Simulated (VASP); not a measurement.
## Ta: single point with r2SCAN

The system is Ta.

```
Ta
1.0
     2.72487    0.00000    0.00000
     0.00000    2.72487    0.00000
     0.00000    0.00000    2.72487
Ta
1
Direct
  0.00000 0.00000 0.00000
```

```
Program                : VASP 6.6.1
Task                   : single point
Functional             : r2SCAN
Potentials or basis    : VASP PAW PBE potentials, release 64 (Ta_pv)
Cutoff                 : 520 eV
k mesh                 : 6 × 6 × 6
Occupations            : fermi-dirac, width 0.1 eV
Spin                   : no spin polarisation
Dipole correction      : no
Further INCAR settings : ALGO = Normal; EDIFF = 1e-07; NBANDS = 12
```

```
Pressure : 2.4 GPa
```

Levels at points of the mesh, in eV from the Fermi level:
| k point | band 2 | band 3 | band 4 | band 5 | band 6 | band 7 | band 8 | band 9 | band 10 | band 11 |
| --- | --- | --- | --- | --- | --- | --- | --- | --- | --- | --- |
| (0.00, 0.00, 0.00) | -34.23 | -34.23 | -7.52 | -2.67 | -2.67 | 6.94 | 6.94 | 6.94 | 12.44 | 15.84 |
| (0.50, 0.00, 0.00) | -34.11 | -34.11 | -3.74 | -1.64 | 0.02 | 3.00 | 3.00 | 7.35 | 10.94 | 12.44 |
| (0.50, 0.50, 0.00) | -35.38 | -34.00 | -3.96 | -1.29 | 3.82 | 3.82 | 5.61 | 5.61 | 9.33 | 12.43 |
| (0.50, 0.50, 0.50) | -35.21 | -35.21 | -2.12 | -2.12 | -2.12 | 8.13 | 9.62 | 9.62 | 12.43 | 12.43 |

Run time: 16 s on 1 thread of AMD EPYC 7R43 64-Core Processor (Zen 3), with other jobs on the host, peak memory 0.09 GiB.

Caveat: the k points lie up to 0.38 Å⁻¹ apart; the PAW data sets were made with another functional, which shifts forces and pressure a little; spin-orbit coupling is left out, which moves the levels of the heavy elements.
